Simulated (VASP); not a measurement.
# Cd2HgTe3 (P3m1) in VASP: relaxation of shape and atoms at fixed volume with PBE

Aim: the relaxation of shape and atoms at fixed volume of Cd2HgTe3 with PBE.

Everything below comes from runs of VASP 6.6.1. Logs are shortened: lines on timing, memory, paths and dates and some standing lists are left out, and cuts for length are marked.

**1. The cell of the first run**

It takes space group P3m1 (No. 156, trigonal). Conventional cell: a = 4.495 Å, b = 4.495 Å, c = 10.990 Å, α = 90.00°, β = 90.00°, γ = 120.00°. Cd (site symmetry 3m) has 4 Te at 2.75 Å within 3.6 Å. Within 3.6 Å of Cd (site symmetry 3m) lie 4 Te at 2.75 Å. Within 3.6 Å of Hg (site symmetry 3m) lie 4 Te at 2.76 Å. Te (site symmetry 3m) has 1 Cd at 2.75 Å and 3 Hg at 2.76 Å within 3.6 Å. Te (site symmetry 3m) has 3 Cd at 2.75 Å and 1 Hg at 2.76 Å within 3.6 Å. Within 3.6 Å of Te (site symmetry 3m) lie 4 Cd at 2.75 Å.

**2. Relaxation of shape and atoms at fixed volume, PBE (32.06 Å³/atom)**

INCAR reads:

```
SYSTEM = Cd2HgTe3
PREC     = Accurate       ! precision mode
ENCUT    = 600            ! plane-wave cutoff, eV
EDIFF    = 1E-7           ! SCF threshold, eV
ISMEAR   = 0              ! smearing method
SIGMA    = 0.1            ! smearing width, eV
LREAL    = .False.        ! projectors in reciprocal space
LASPH    = .True.         ! aspherical terms in the spheres
NELM     = 80             ! most SCF steps
ALGO     = Normal         ! electronic algorithm
ISIF     = 4              ! what is computed and relaxed
LWAVE    = .False.        ! write WAVECAR
LCHARG   = .False.        ! write CHGCAR
GGA      = PE             ! functional
IBRION   = 2              ! ionic algorithm
NSW      = 50             ! ionic steps
EDIFFG   = -0.01          ! ionic threshold
KPAR     = 4
```

KPOINTS reads:

```
regular mesh
0
Gamma
  12 12 4
  0 0 0
```

POSCAR reads:

```
Cd2HgTe3
1.0
    4.4952435711      0.0000000000      0.0000000000
   -2.2476217856      3.8929951288      0.0000000000
    0.0000000000      0.0000000000     10.9904207977
Cd Hg Te
2 1 3
Direct
    0.0000000000      0.0000000000      0.0008179242
    0.6666666667      0.3333333333      0.3334025587
    0.3333333333      0.6666666667      0.6664985269
    0.0000000000      0.0000000000      0.7508788147
    0.3333333333      0.6666666667      0.4153473047
    0.6666666667      0.3333333333      0.0830558709
```

Potentials or basis: VASP PAW PBE potentials, release 64 (Cd, Hg, Te).

Run with:

```
$ cat potpaw_PBE.64/Cd/POTCAR potpaw_PBE.64/Hg/POTCAR potpaw_PBE.64/Te/POTCAR > POTCAR
$ mpirun -np 4 vasp_std > vasp.out
```

OUTCAR:

```text
SYSTEM = Cd2HgTe3
   PREC = Accurate
   ENCUT = 600
   EDIFF = 1E-7
   ISMEAR = 0
   LREAL = .False.
   LASPH = .True.
   NELM = 80
   ISIF = 4
   GGA = PE
   IBRION = 2
   NSW = 50
   EDIFFG = -0.01

 ion  position               nearest neighbor table
   1  0.000  0.000  0.001-   4 2.75   6 2.75   6 2.75   6 2.75
   2  0.667  0.333  0.333-   5 2.75   5 2.75   5 2.75   6 2.75
   3  0.333  0.667  0.666-   4 2.76   4 2.76   4 2.76   5 2.76
   4  0.000  0.000  0.751-   1 2.75   3 2.76   3 2.76   3 2.76
   5  0.333  0.667  0.415-   2 2.75   2 2.75   2 2.75   3 2.76
   6  0.667  0.333  0.083-   1 2.75   1 2.75   1 2.75   2 2.75

  LATTYP: Found a hexagonal cell.
 ALAT       =     4.4952435711
 C/A-ratio  =     2.4448999534

  Lattice vectors:

 A1 = (   4.4952435711,   0.0000000000,   0.0000000000)
 A2 = (  -2.2476217856,   3.8929951288,   0.0000000000)
 A3 = (   0.0000000000,   0.0000000000,  10.9904207977)

Analysis of symmetry for initial positions (statically):
=====================================================================
 Subroutine PRICEL returns:
 Original cell was already a primitive cell.

 Routine SETGRP: Setting up the symmetry group for a
 hexagonal supercell.

 Subroutine GETGRP returns: Found  6 space group operations
 (whereof  6 operations were pure point group operations)
 out of a pool of 24 trial point group operations.

The static configuration has the point symmetry C_3v.

Analysis of symmetry for dynamics (positions and initial velocities):
=====================================================================
 Subroutine PRICEL returns:
 Original cell was already a primitive cell.

 Routine SETGRP: Setting up the symmetry group for a
 hexagonal supercell.

 Subroutine GETGRP returns: Found  6 space group operations
 (whereof  6 operations were pure point group operations)
 out of a pool of 24 trial point group operations.

The dynamic configuration has the point symmetry C_3v.

 Subroutine INISYM returns: Found  6 space group operations
 (whereof  6 operations are pure point group operations),
 and found     1 'primitive' translations

----------------------------------------------------------------------------------------

                                     Primitive cell

  volume of cell :     192.3319

  direct lattice vectors                    reciprocal lattice vectors
     4.495243571  0.000000000  0.000000000     0.222457356  0.128435814  0.000000000
    -2.247621786  3.892995129  0.000000000     0.000000000  0.256871629  0.000000000
     0.000000000  0.000000000 10.990420798     0.000000000  0.000000000  0.090988327

  length of vectors
     4.495243571  4.495243571 10.990420798     0.256871629  0.256871629  0.090988327

  position of ions in fractional coordinates (direct lattice)
     0.000000000  0.000000000  0.000817924
     0.666666667  0.333333333  0.333402559
     0.333333333  0.666666667  0.666498527
     0.000000000  0.000000000  0.750878815
     0.333333333  0.666666667  0.415347305
     0.666666667  0.333333333  0.083055871

  ion indices of the primitive-cell ions
   primitive index   ion index
                 1           1
                 2           2
                 3           3
                 4           4
                 5           5
                 6           6

----------------------------------------------------------------------------------------

 KPOINTS: regular mesh

Automatic generation of k-mesh.
 Grid dimensions read from file:
 generate k-points for:   12   12    4

 Generating k-lattice:

  Cartesian coordinates                     Fractional coordinates (reciprocal lattice)
     0.018538113  0.010702985  0.000000000     0.083333333  0.000000000  0.000000000
     0.000000000  0.021405969  0.000000000     0.000000000  0.083333333  0.000000000
     0.000000000  0.000000000  0.022747082     0.000000000  0.000000000  0.250000000

  Length of vectors
     0.021405969  0.021405969  0.022747082

  Shift w.r.t. Gamma in fractional coordinates (k-lattice)
     0.000000000  0.000000000  0.000000000

 Subroutine IBZKPT returns following result:
 ===========================================

 Found     69 irreducible k-points:

 Following reciprocal coordinates:
            Coordinates               Weight
  0.000000  0.000000  0.000000      1.000000
  0.083333 -0.000000  0.000000      6.000000
  0.166667  0.000000  0.000000      6.000000
  0.250000 -0.000000  0.000000      6.000000
  0.333333 -0.000000  0.000000      6.000000
  0.416667 -0.000000  0.000000      6.000000
[... 16 lines left out ...]
  0.166667  0.000000  0.250000      6.000000
  0.000000  0.166667  0.250000      6.000000
 [... further k-points ...]
   k-points           NKPTS =     69   k-points in BZ     NKDIM =     69   number of bands    NBANDS=     32
   number of dos      NEDOS =    301   number of ions     NIONS =      6
   total plane-waves  NPLWV = 116640
   dimension x,y,z NGX =    36 NGY =   36 NGZ =   90
   dimension x,y,z NGXF=    72 NGYF=   72 NGZF=  180
   ions per type =               2   1   3
   NGX,Y,Z   is equivalent  to a cutoff of  13.31, 13.31, 13.61 a.u.
   NGXF,Y,Z  is equivalent  to a cutoff of  26.63, 26.63, 27.23 a.u.
 SYSTEM =  Cd2HgTe3
   PREC   = accura    normal or accurate (medium, high low for compatibility)
   ISTART =      0    job   : 0-new  1-cont  2-samecut
   ICHARG =      2    charge: 1-file 2-atom 10-const
   ISPIN  =      1    spin polarized calculation?
   LNONCOLLINEAR =      F non collinear calculations
   LSORBIT =      F    spin-orbit coupling
   LASPH  =      T    aspherical Exc in radial PAW
   ENCUT  =  600.0 eV  44.10 Ry    6.64 a.u.   8.98  8.98 21.95*2*pi/ulx,y,z
   NELM   =     80;   NELMIN=  2; NELMDL= -5     # of ELM steps
   EDIFF  = 0.1E-06   stopping-criterion for ELM
   LREAL  =      F    real-space projection
   EDIFFG = -.1E-01   stopping-criterion for IOM
   NSW    =     50    number of steps for IOM
   IBRION =      2    ionic relax: 0-MD 1-quasi-New 2-CG
   NFREE  =      1    steps in history (QN), initial steepest desc. (CG)
   ISIF   =      4    stress and relaxation
   ISYM   =      2    0-nonsym 1-usesym 2-fastsym
   POTIM  = 0.5000    time-step for ionic-motion
   TEBEG  =    0.0;   TEEND  =   0.0 temperature during run
   PSTRESS=    0.0 pullay stress
   NELECT =      54.0000    total number of electrons
   NUPDOWN=      -1.0000    fix difference up-down
   EMIN   =  10.00;   EMAX   =-10.00  energy-range for DOS
   EFERMI =   0.00;   METHOD = LEGACY
   ISMEAR =     0;   SIGMA  =   0.10  broadening in eV -4-tet -1-fermi 0-gaus
   EFERMI_NEDOS =   21; number of points for ismear=-14 and -15
   IALGO  =     38    algorithm
   IMIX   =      4    mixing-type and parameters
     AMIX     =   0.40;   BMIX     =  1.00
     AMIX_MAG =   1.60;   BMIX_MAG =  1.00
  volume/ion in A,a.u.               =      32.06       216.32
  Fermi-wavevector in a.u.,A,eV,Ry     =   1.071986  2.025759 15.635177  1.149153
  Thomas-Fermi vector in A             =   2.207742
   LORBIT       =      0    0 simple, 1 ext, 2 COOP (PROOUT), +10 PAW based schemes
   GGA     = PE    functional components
   LHFCALC =     F    Hartree Fock is set to
   AEXX    =    0.0000 exact exchange contribution
   IVDW    =     0    specifies the selected vdW correction
   LEPSILON=     F    determine dielectric tensor
   LRPA    =     F    only Hartree local field effects (RPA)
 conjugate gradient relaxation of ions
 non-spin polarized calculation
 Gauss-broadening in eV      SIGMA  =   0.10
  energy-cutoff  :      600.00
  volume of cell :      192.33
 maximum number of plane-waves:      6466
   NGX = 17   NGY = 17   NGZ = 43

 number of electron      53.9999993 magnetization

 Free energy of the ion-electron system (eV)
  ---------------------------------------------------
  ext. energy  EPLUGINS =         0.00000000
  ---------------------------------------------------
  free energy    TOTEN  =       -12.80568791 eV

  energy without entropy =      -12.80563522  energy(sigma->0) =      -12.80566156

 E-fermi :   3.3558     XC(G=0):  -8.8963

 val. band max:        3.2034610395   @ k =   0.0000   0.0000   0.0000
 cond. band min:       3.4764864436   @ k =   0.0000   0.0000   0.0000
 fundamental gap:      0.2730254042
 Fermi energy:         3.3558379953

 k-point     1 :       0.0000    0.0000    0.0000
  band No.  band energies     occupation
      1      -8.6839      2.00000
      2      -8.2904      2.00000
      3      -8.2137      2.00000
      4      -5.4974      2.00000
      5      -5.4974      2.00000
      6      -5.4574      2.00000
[... 24 lines left out ...]
     31       7.5689      0.00000
     32       7.5700      0.00000

 k-point     2 :       0.0833   -0.0000    0.0000
  band No.  band energies     occupation
      1      -8.6530      2.00000
      2      -8.2706      2.00000
      3      -8.1975      2.00000
      4      -5.4907      2.00000
      5      -5.4846      2.00000
      6      -5.4526      2.00000
[... 24 lines left out ...]
     31       7.4564      0.00000
     32       7.7197      0.00000

 k-point     3 :       0.1667    0.0000    0.0000
  band No.  band energies     occupation
      1      -8.5661      2.00000
      2      -8.2168      2.00000
      3      -8.1539      2.00000
      4      -5.4728      2.00000
      5      -5.4479      2.00000
      6      -5.4392      2.00000
[... 24 lines left out ...]
     31       7.3353      0.00000
     32       7.4264      0.00000

 k-point     4 :       0.2500   -0.0000    0.0000
  band No.  band energies     occupation
      1      -8.4404      2.00000
      2      -8.1461      2.00000
      3      -8.0953      2.00000
      4      -5.4496      2.00000
      5      -5.4284      2.00000
      6      -5.4000      2.00000
[... 654 lines left out ...]
     31       7.1411      0.00000
     32       7.9197      0.00000

 k-point    23 :       0.1667    0.0000    0.2500
  band No.  band energies     occupation
      1      -8.5448      2.00000
      2      -8.2910      2.00000
      3      -8.1020      2.00000
      4      -5.4728      2.00000
      5      -5.4461      2.00000
      6      -5.4392      2.00000
[... 24 lines left out ...]
     31       6.8854      0.00000
     32       7.7220      0.00000

 k-point    24 :       0.0000    0.1667    0.2500
  band No.  band energies     occupation
      1      -8.5428      2.00000
      2      -8.2962      2.00000
      3      -8.0989      2.00000
      4      -5.4719      2.00000
      5      -5.4510      2.00000
      6      -5.4390      2.00000
[... 24 lines left out ...]
     31       6.7492      0.00000
     32       7.6718      0.00000

 [... further k-points ...]

------------------------ aborting loop because EDIFF is reached ----------------------------------------

  FORCE on cell =-STRESS in cart. coord.  units (eV):
  Direction    XX          YY          ZZ          XY          YZ          ZX
  --------------------------------------------------------------------------------------
  -------------------------------------------------------------------------------------
  Total        7.4501652      7.4501652      7.4286641     -0.0000000      0.0000000      0.0000000
  in kB       62.0619014     62.0619014     61.8827908     -0.0000000      0.0000000      0.0000000
  external PRESSURE =      62.0021979 kB  Pullay stress =       0.0000000 kB

 VOLUME and BASIS-vectors are now :
 -----------------------------------------------------------------------------
  energy-cutoff  :      600.00
  volume of cell :      192.33
      direct lattice vectors                 reciprocal lattice vectors
     4.495243571  0.000000000  0.000000000     0.222457356  0.128435814  0.000000000
    -2.247621786  3.892995129  0.000000000     0.000000000  0.256871629  0.000000000
     0.000000000  0.000000000 10.990420798     0.000000000  0.000000000  0.090988327

 POSITION                                       TOTAL-FORCE (eV/Angst)
 -----------------------------------------------------------------------------------
      0.00000      0.00000      0.00899         0.000000     -0.000000      0.001787
      2.24762      1.29767      3.66423        -0.000000     -0.000000      0.002253
     -0.00000      2.59533      7.32510        -0.000000      0.000000     -0.003433
      0.00000      0.00000      8.25247        -0.000000      0.000000      0.006882
     -0.00000      2.59533      4.56484         0.000000     -0.000000     -0.005238
      2.24762      1.29767      0.91282        -0.000000     -0.000000     -0.002253
 -----------------------------------------------------------------------------------
    total drift:                                0.000000     -0.000000     -0.000371

  FREE ENERGIE OF THE ION-ELECTRON SYSTEM (eV)
  ---------------------------------------------------
  free  energy   TOTEN  =       -12.8056879110 eV

  energy  without entropy=      -12.8056352182  energy(sigma->0) =      -12.80566156

 reached required accuracy - stopping structural energy minimisation
```

It took 2.1 min on 4 MPI ranks of Oxide Virtual Turin-like, shared host; peak memory 0.69 GiB.

Results:

```yaml
Free_energy: -12.8057 eV
Pressure_after_relaxing: 6.2 GPa
Largest_force_after_relaxing: 0.007 eV/Å
Band_gap_on_the_k_mesh: 0.27 eV
```

Forces on the atoms (eV/Å):
```
Cd   0.000  0.000  0.002
Cd   0.000  0.000  0.002
Hg   0.000  0.000 -0.003
Te   0.000  0.000  0.007
Te   0.000  0.000 -0.005
Te   0.000  0.000 -0.002
```

Final structure:
```
Cd Hg Te
1.0
     4.49524    0.00000    0.00000
    -2.24762    3.89300    0.00000
     0.00000    0.00000   10.99042
Cd Hg Te
2 1 3
Cartesian
  0.0000 0.0000 0.0090
  2.2476 1.2977 3.6642
  0.0000 2.5953 7.3251
  0.0000 0.0000 8.2525
  0.0000 2.5953 4.5648
  2.2476 1.2977 0.9128
```

Caveat: the relaxation stopped at its first step, so nothing moved; spin-orbit coupling is left out, which moves the levels of the heavy elements.
